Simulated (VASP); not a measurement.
BN:

```
N B
1.0
     2.49824    0.00000    0.00000
    -1.24912    2.16354    0.00000
     0.00000    0.00000    6.63570
N B
2 2
Direct
  0.66667 0.33333 0.25000
  0.33333 0.66667 0.75000
  0.66667 0.33333 0.75000
  0.33333 0.66667 0.25000
```

| Quantity | Value |
| --- | --- |
| Program | VASP 6.6.1 |
| Task | relaxation of cell and atoms |
| Functional | revPBE |
| Potentials or basis | VASP PAW PBE potentials, release 64 (N, B) |
| Cutoff | 600 eV |
| k mesh | 12 × 12 × 4 |
| Occupations | fermi-dirac, width 0.05 eV |
| Spin | no spin polarisation |

At the start: pressure 8.0 GPa; volume 8.97 Å³/atom.

Task: Where does the relaxation end?

Result: Over 12 steps the energy falls by 27.3 meV/atom and the volume is 10.97 Å³/atom (+22.3 %); space group P6_3/mmc (No. 194, to 0.05 Å).

The path:
```tsv
step	energy change (eV)	largest force (eV/Å)	pressure (GPa)	volume (Å³)
1	0.0000	0.0000	8.03	35.87
2	0.0374	0.0000	-9.69	38.25
3	-0.0239	0.0000	0.67	36.76
4	-0.0340	0.0000	0.59	37.17
5	-0.0594	0.0000	0.40	38.39
6	-0.0933	0.0000	0.17	40.82
7	-0.1018	0.0000	-0.54	45.69
8	-0.1087	0.0000	-0.08	43.33
9	-0.1092	0.0000	-0.14	43.75
10	-0.1092	0.0000	-0.16	43.89
11	-0.1076	0.0000	1.55	43.59
12	-0.1092	0.0000	-0.01	43.86
```

Final structure:
```
N B
1.0
     2.52112    0.00000    0.00000
    -1.26056    2.18335    0.00000
     0.00000    0.00000    7.96893
N B
2 2
Direct
  0.66667 0.33333 0.25000
  0.33333 0.66667 0.75000
  0.66667 0.33333 0.75000
  0.33333 0.66667 0.25000
```

Caveat: the volume moved by over 15 % at a fixed basis, so the end points are rough; the PAW data sets were made with another functional, which shifts forces and pressure a little; this functional lacks dispersion, which binds the layers, so the pressure and a relaxed spacing across them are unreliable; the volume moved by +22 % from the deposited cell, more than functionals usually miss.
